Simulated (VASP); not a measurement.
# In in VASP: notebook

The runs below take In through single point, with LDA, PBEsol.

All numbers are computed with VASP 6.6.1; they aren't measurements. Logs are shortened: lines on timing, memory, paths and dates and some standing lists are left out, and cuts for length are marked.

### 1 The cell of the first run

It takes space group P6_3/mmc (No. 194, hexagonal). Conventional cell: a = 3.335 Å, b = 3.335 Å, c = 5.509 Å, α = 90.00°, β = 90.00°, γ = 120.00°. In (site symmetry -6m2) has 12 In at 3.34 to 3.36 Å within 4.4 Å.

### 2 Single point, LDA

Input file INCAR:

```
PREC = Accurate
ENCUT = 520
EDIFF = 1E-7
ISMEAR = -1
SIGMA = 0.05
LREAL = F
LASPH = T
NELM = 80
ALGO = Normal
ISIF = 2
LWAVE = F
LCHARG = F
GGA = CA
NBANDS = 20
```

Input file KPOINTS:

```
Automatic mesh
0
Gamma
  9 9 5
```

Input file POSCAR:

```
In
1.0
    3.3354847820      0.0000000000      0.0000000000
   -1.6677423910      2.8886145552      0.0000000000
    0.0000000000      0.0000000000      5.5091429200
In
2
Direct
    0.6666666667      0.3333333333      0.7500000000
    0.3333333333      0.6666666667      0.2500000000
```

Potentials or basis: VASP PAW LDA potentials, release 64 (In_d).

Command:

```bash
$ cat potpaw_LDA.64/In_d/POTCAR > POTCAR
$ mpirun -np 1 vasp_std > vasp.out
```

OUTCAR:

```text
PREC = Accurate
   ENCUT = 520
   EDIFF = 1E-7
   ISMEAR = -1
   LREAL = F
   LASPH = T
   NELM = 80
   ISIF = 2
   GGA = CA

 ion  position               nearest neighbor table
   1  0.667  0.333  0.750-   2 3.36   2 3.36   2 3.36   2 3.36   2 3.36   2 3.36
   2  0.333  0.667  0.250-   1 3.36   1 3.36   1 3.36   1 3.36   1 3.36   1 3.36

  LATTYP: Found a hexagonal cell.
 ALAT       =     3.3354847820
 C/A-ratio  =     1.6516768266

  Lattice vectors:

 A1 = (   3.3354847820,   0.0000000000,   0.0000000000)
 A2 = (  -1.6677423910,   2.8886145552,   0.0000000000)
 A3 = (   0.0000000000,   0.0000000000,   5.5091429200)

Analysis of symmetry for initial positions (statically):
=====================================================================
 Subroutine PRICEL returns:
 Original cell was already a primitive cell.

 Routine SETGRP: Setting up the symmetry group for a
 hexagonal supercell.

 Subroutine GETGRP returns: Found 24 space group operations
 (whereof 12 operations were pure point group operations)
 out of a pool of 24 trial point group operations.

The static configuration has the point symmetry D_3d.
 The point group associated with its full space group is D_6h.

Analysis of symmetry for dynamics (positions and initial velocities):
=====================================================================
 Subroutine PRICEL returns:
 Original cell was already a primitive cell.

 Routine SETGRP: Setting up the symmetry group for a
 hexagonal supercell.

 Subroutine GETGRP returns: Found 24 space group operations
 (whereof 12 operations were pure point group operations)
 out of a pool of 24 trial point group operations.

The dynamic configuration has the point symmetry D_3d.
 The point group associated with its full space group is D_6h.

 Subroutine INISYM returns: Found 24 space group operations
 (whereof 12 operations are pure point group operations),
 and found     1 'primitive' translations

----------------------------------------------------------------------------------------

                                     Primitive cell

  volume of cell :      53.0802

  direct lattice vectors                    reciprocal lattice vectors
     3.335484782  0.000000000  0.000000000     0.299806495  0.173093360  0.000000000
    -1.667742391  2.888614555  0.000000000     0.000000000  0.346186721  0.000000000
     0.000000000  0.000000000  5.509142920     0.000000000  0.000000000  0.181516438

  length of vectors
     3.335484782  3.335484782  5.509142920     0.346186721  0.346186721  0.181516438

  position of ions in fractional coordinates (direct lattice)
     0.666666667  0.333333333  0.750000000
     0.333333333  0.666666667  0.250000000

  ion indices of the primitive-cell ions
   primitive index   ion index
                 1           1
                 2           2

----------------------------------------------------------------------------------------

 KPOINTS: Automatic mesh

Automatic generation of k-mesh.
 Grid dimensions read from file:
 generate k-points for:    9    9    5

 Generating k-lattice:

  Cartesian coordinates                     Fractional coordinates (reciprocal lattice)
     0.033311833  0.019232596  0.000000000     0.111111111  0.000000000  0.000000000
     0.000000000  0.038465191  0.000000000     0.000000000  0.111111111  0.000000000
     0.000000000  0.000000000  0.036303288     0.000000000  0.000000000  0.200000000

  Length of vectors
     0.038465191  0.038465191  0.036303288

  Shift w.r.t. Gamma in fractional coordinates (k-lattice)
     0.000000000  0.000000000  0.000000000

 Subroutine IBZKPT returns following result:
 ===========================================

 Found     36 irreducible k-points:

 Following reciprocal coordinates:
            Coordinates               Weight
  0.000000  0.000000  0.000000      1.000000
  0.111111  0.000000  0.000000      6.000000
  0.222222  0.000000  0.000000      6.000000
  0.333333  0.000000  0.000000      6.000000
  0.444444  0.000000  0.000000      6.000000
  0.111111  0.111111  0.000000      6.000000
[... 16 lines left out ...]
  0.333333  0.222222  0.200000     24.000000
  0.333333  0.333333  0.200000      4.000000
 [... further k-points ...]
   k-points           NKPTS =     36   k-points in BZ     NKDIM =     36   number of bands    NBANDS=     20
   number of dos      NEDOS =    301   number of ions     NIONS =      2
   total plane-waves  NPLWV =  32928
   dimension x,y,z NGX =    28 NGY =   28 NGZ =   42
   dimension x,y,z NGXF=    56 NGYF=   56 NGZF=   84
   ions per type =               2
   NGX,Y,Z   is equivalent  to a cutoff of  13.96, 13.96, 12.67 a.u.
   NGXF,Y,Z  is equivalent  to a cutoff of  27.91, 27.91, 25.35 a.u.
 SYSTEM =  unknown system
   PREC   = accura    normal or accurate (medium, high low for compatibility)
   ISTART =      0    job   : 0-new  1-cont  2-samecut
   ICHARG =      2    charge: 1-file 2-atom 10-const
   ISPIN  =      1    spin polarized calculation?
   LNONCOLLINEAR =      F non collinear calculations
   LSORBIT =      F    spin-orbit coupling
   LASPH  =      T    aspherical Exc in radial PAW
   ENCUT  =  520.0 eV  38.22 Ry    6.18 a.u.   6.20  6.20 10.24*2*pi/ulx,y,z
   NELM   =     80;   NELMIN=  2; NELMDL= -5     # of ELM steps
   EDIFF  = 0.1E-06   stopping-criterion for ELM
   LREAL  =      F    real-space projection
   EDIFFG = 0.1E-05   stopping-criterion for IOM
   NSW    =      0    number of steps for IOM
   IBRION =     -1    ionic relax: 0-MD 1-quasi-New 2-CG
   NFREE  =      0    steps in history (QN), initial steepest desc. (CG)
   ISIF   =      2    stress and relaxation
   ISYM   =      2    0-nonsym 1-usesym 2-fastsym
   POTIM  = 0.5000    time-step for ionic-motion
   TEBEG  =    0.0;   TEEND  =   0.0 temperature during run
   PSTRESS=    0.0 pullay stress
   NELECT =      26.0000    total number of electrons
   NUPDOWN=      -1.0000    fix difference up-down
   EMIN   =  10.00;   EMAX   =-10.00  energy-range for DOS
   EFERMI =   0.00;   METHOD = LEGACY
   ISMEAR =    -1;   SIGMA  =   0.05  broadening in eV -4-tet -1-fermi 0-gaus
   EFERMI_NEDOS =   21; number of points for ismear=-14 and -15
   IALGO  =     38    algorithm
   IMIX   =      4    mixing-type and parameters
     AMIX     =   0.40;   BMIX     =  1.00
     AMIX_MAG =   1.60;   BMIX_MAG =  1.00
  volume/ion in A,a.u.               =      26.54       179.10
  Fermi-wavevector in a.u.,A,eV,Ry     =   1.290491  2.438675 22.658704  1.665368
  Thomas-Fermi vector in A             =   2.422320
   LORBIT       =      0    0 simple, 1 ext, 2 COOP (PROOUT), +10 PAW based schemes
   GGA     = CA    functional components
   LHFCALC =     F    Hartree Fock is set to
   AEXX    =    0.0000 exact exchange contribution
   IVDW    =     0    specifies the selected vdW correction
   LEPSILON=     F    determine dielectric tensor
   LRPA    =     F    only Hartree local field effects (RPA)
 non-spin polarized calculation
  energy-cutoff  :      520.00
  volume of cell :       53.08
 maximum number of plane-waves:      1446
 NGX is ok and might be reduce to    28
   NGX = 13   NGY = 13   NGZ = 21

 number of electron      26.0000008 magnetization

 Free energy of the ion-electron system (eV)
  ---------------------------------------------------
  ext. energy  EPLUGINS =         0.00000000
  ---------------------------------------------------
  free energy    TOTEN  =        -6.36450827 eV

  energy without entropy =       -6.34952517  energy(sigma->0) =       -6.35701672

 E-fermi :   7.0963     XC(G=0): -10.4599

 val. band max:        7.0832831666   @ k =   0.3333   0.2222   0.2000
 cond. band min:       7.1412983072   @ k =   0.4444   0.1111   0.0000
 fundamental gap:      0.0580151406
 Fermi energy:         7.0963312895

 k-point     1 :       0.0000    0.0000    0.0000
  band No.  band energies     occupation
      1      -7.5417      2.00000
      2      -7.4857      2.00000
      3      -7.4582      2.00000
      4      -7.4582      2.00000
      5      -7.4313      2.00000
      6      -7.4313      2.00000
[... 12 lines left out ...]
     19      18.0510      0.00000
     20      18.5083      0.00000

 k-point     2 :       0.1111    0.0000    0.0000
  band No.  band energies     occupation
      1      -7.5335      2.00000
      2      -7.4898      2.00000
      3      -7.4418      2.00000
      4      -7.4237      2.00000
      5      -7.4221      2.00000
      6      -7.3984      2.00000
[... 12 lines left out ...]
     19      17.7724      0.00000
     20      19.2223      0.00000

 k-point     3 :       0.2222    0.0000    0.0000
  band No.  band energies     occupation
      1      -7.5757      2.00000
      2      -7.4679      2.00000
      3      -7.4313      2.00000
      4      -7.4281      2.00000
      5      -7.4018      2.00000
      6      -7.3444      2.00000
[... 12 lines left out ...]
     19      16.9489      0.00000
     20      18.4897      0.00000

 k-point     4 :       0.3333    0.0000    0.0000
  band No.  band energies     occupation
      1      -7.6319      2.00000
      2      -7.5027      2.00000
      3      -7.4943      2.00000
      4      -7.4338      2.00000
      5      -7.3664      2.00000
      6      -7.3150      2.00000
[... 12 lines left out ...]
     19      15.9207      0.00000
     20      17.7966      0.00000

 k-point     5 :       0.4444    0.0000    0.0000
  band No.  band energies     occupation
      1      -7.6680      2.00000
      2      -7.5525      2.00000
      3      -7.5159      2.00000
      4      -7.4533      2.00000
      5      -7.3438      2.00000
      6      -7.3263      2.00000
[... 12 lines left out ...]
     19      15.3300      0.00000
     20      17.3408      0.00000
[... 353 lines left out ...]
      6      -7.2761      2.00000
[... 12 lines left out ...]
     19      16.6677      0.00000
     20      16.7543      0.00000

 k-point    22 :       0.2222    0.2222    0.2000
  band No.  band energies     occupation
      1      -7.5401      2.00000
      2      -7.5032      2.00000
      3      -7.4746      2.00000
      4      -7.4665      2.00000
      5      -7.3793      2.00000
      6      -7.3216      2.00000
[... 12 lines left out ...]
     19      15.8112      0.00000
     20      18.6531      0.00000

 k-point    23 :       0.3333    0.2222    0.2000
  band No.  band energies     occupation
      1      -7.5549      2.00000
      2      -7.5211      2.00000
      3      -7.4690      2.00000
      4      -7.4271      2.00000
      5      -7.3941      2.00000
      6      -7.3014      2.00000
[... 12 lines left out ...]
     19      14.9548      0.00000
     20      19.8692      0.00000

 k-point    24 :       0.3333    0.3333    0.2000
  band No.  band energies     occupation
      1      -7.5516      2.00000
      2      -7.4763      2.00000
      3      -7.4763      2.00000
      4      -7.3587      2.00000
      5      -7.3587      2.00000
      6      -7.3574      2.00000
[... 12 lines left out ...]
     19      13.8662      0.00000
     20      21.4317      0.00000

 [... further k-points ...]
[... 5 lines left out ...]
  --------------------------------------------------------------------------------------
  -------------------------------------------------------------------------------------
  Total       -0.9699276     -0.9699276     -0.9450210      0.0000000      0.0000000      0.0000000
  in kB      -29.2763763    -29.2763763    -28.5245935      0.0000000      0.0000000      0.0000000
  external PRESSURE =     -29.0257820 kB  Pullay stress =       0.0000000 kB

 VOLUME and BASIS-vectors are now :
 -----------------------------------------------------------------------------
  energy-cutoff  :      520.00
  volume of cell :       53.08
      direct lattice vectors                 reciprocal lattice vectors
     3.335484782  0.000000000  0.000000000     0.299806495  0.173093360  0.000000000
    -1.667742391  2.888614555  0.000000000     0.000000000  0.346186721  0.000000000
     0.000000000  0.000000000  5.509142920     0.000000000  0.000000000  0.181516438

 POSITION                                       TOTAL-FORCE (eV/Angst)
 -----------------------------------------------------------------------------------
      1.66774      0.96287      4.13186        -0.000000      0.000000      0.000000
     -0.00000      1.92574      1.37729         0.000000      0.000000      0.000000
 -----------------------------------------------------------------------------------
    total drift:                                0.000000     -0.000000      0.000000

  FREE ENERGIE OF THE ION-ELECTRON SYSTEM (eV)
  ---------------------------------------------------
  free  energy   TOTEN  =        -6.3645082694 eV

  energy  without entropy=       -6.3495251741  energy(sigma->0) =       -6.35701672
```

Wall time 63 s (1 thread of AMD EPYC 7R13, shared host); peak memory 0.14 GiB.

What came out:

```
Free energy            : -6.3645 eV
Pressure               : -2.9 GPa
Band gap on the k mesh : zero (band 13 reaches 9.17 eV, above the bottom of band 14 at 5.20 eV)
```

Stress tensor (GPa, compression positive):
```
-2.93  0.00  0.00
 0.00 -2.93  0.00
 0.00  0.00 -2.85
```

Levels at points of the mesh, in eV from the Fermi level:
```csv
k point,band 11,band 12,band 13,band 14,band 15,band 16
"(0.00, 0.00, 0.00)",-9.51,-4.54,-3.37,8.24,8.24,10.07
```

Caveat: spin-orbit coupling is left out, which moves the levels of the heavy elements.

### 3 Single point, LDA (volume scaled by 1.02)

Input file INCAR:

```
SYSTEM = In
ALGO = Normal
EDIFF = 1E-6
ENCUT = 520
GGA = CA
ISIF = 2
ISMEAR = -1
LASPH = .TRUE.
LCHARG = .TRUE.
LELF = .TRUE.
LREAL = .FALSE.
LVHAR = .TRUE.
LWAVE = .FALSE.
NBANDS = 20
NELM = 80
PREC = Accurate
SIGMA = 0.05
```

Input file KPOINTS:

```
k-points
0
G
  9 9 5
  0 0 0
```

Input file POSCAR:

```
In
1.0
    3.3575747290      0.0000000000      0.0000000000
   -1.6787873645      2.9077450104      0.0000000000
    0.0000000000      0.0000000000      5.5456283735
In
2
Direct
    0.6666666667      0.3333333333      0.7500000000
    0.3333333333      0.6666666667      0.2500000000
```

Potentials or basis: VASP PAW LDA potentials, release 64 (In_d).

Command:

```bash
$ cat potpaw_LDA.64/In_d/POTCAR > POTCAR
$ mpirun -np 1 vasp_std > vasp.out
```

Run time: 55 s. Hardware: 1 thread of AMD EPYC 7R13, shared host; peak memory 0.14 GiB.

The run converged. Its results:

* Free energy: -6.3439 eV
* Pressure: -3.4 GPa
* Band gap on the k mesh: zero (band 13 reaches 8.91 eV, above the bottom of band 14 at 5.02 eV)

Stress tensor (GPa, compression positive):
```
-3.52  0.00  0.00
 0.00 -3.52  0.00
 0.00  0.00 -3.14
```

Levels at points of the mesh, in eV from the Fermi level:
| k point | band 9 | band 10 | band 11 | band 12 | band 13 | band 14 | band 15 | band 16 | band 17 | band 18 |
| --- | --- | --- | --- | --- | --- | --- | --- | --- | --- | --- |
| (0.00, 0.00, 0.00) | -14.26 | -14.26 | -9.37 | -4.52 | -3.28 | 8.11 | 8.11 | 9.91 | 9.91 | 9.99 |

Caveat: spin-orbit coupling is left out, which moves the levels of the heavy elements.

### 4 Single point, LDA (volume scaled by 1.04)

Input file INCAR:

```
SYSTEM = In
PREC = Accurate
ENCUT = 520
EDIFF = 1E-6
ISMEAR = -1
SIGMA = 0.05
LREAL = .False.
LASPH = .True.
NELM = 100
ALGO = Fast
ISIF = 2
LWAVE = .False.
LCHARG = .True.
GGA = CA
LELF = .True.
LVHAR = .True.
NBANDS = 20
```

Input file KPOINTS:

```
Automatic mesh
0
Gamma
  9 9 5
  0 0 0
```

Input file POSCAR:

```
In
1.0
    3.3793777732      0.0000000000      0.0000000000
   -1.6896888866      2.9266270006      0.0000000000
    0.0000000000      0.0000000000      5.5816399564
In
2
Direct
    0.6666666667      0.3333333333      0.7500000000
    0.3333333333      0.6666666667      0.2500000000
```

Command:

```bash
$ cat potpaw_LDA.64/In_d/POTCAR > POTCAR
$ mpirun -np 1 vasp_std > vasp.out
```

Wall time 76 s (1 thread of AMD EPYC 7R13, shared host); peak memory 0.14 GiB.

Results (log left out):

```
Free energy            : -6.3199 eV
Pressure               : -4.0 GPa
Band gap on the k mesh : zero (band 13 reaches 8.65 eV, above the bottom of band 14 at 4.85 eV)
```

Stress tensor (GPa, compression positive):
```
-4.18  0.00  0.00
 0.00 -4.18  0.00
 0.00  0.00 -3.56
```

Levels at points of the mesh, in eV from the Fermi level:
| k point | band 10 | band 11 | band 12 | band 13 | band 14 | band 15 | band 16 | band 17 |
| --- | --- | --- | --- | --- | --- | --- | --- | --- |
| (0.00, 0.00, 0.00) | -14.25 | -9.24 | -4.51 | -3.19 | 7.98 | 7.98 | 9.75 | 9.75 |

Caveat: spin-orbit coupling is left out, which moves the levels of the heavy elements.

(Part 1 of 2 ends here.)
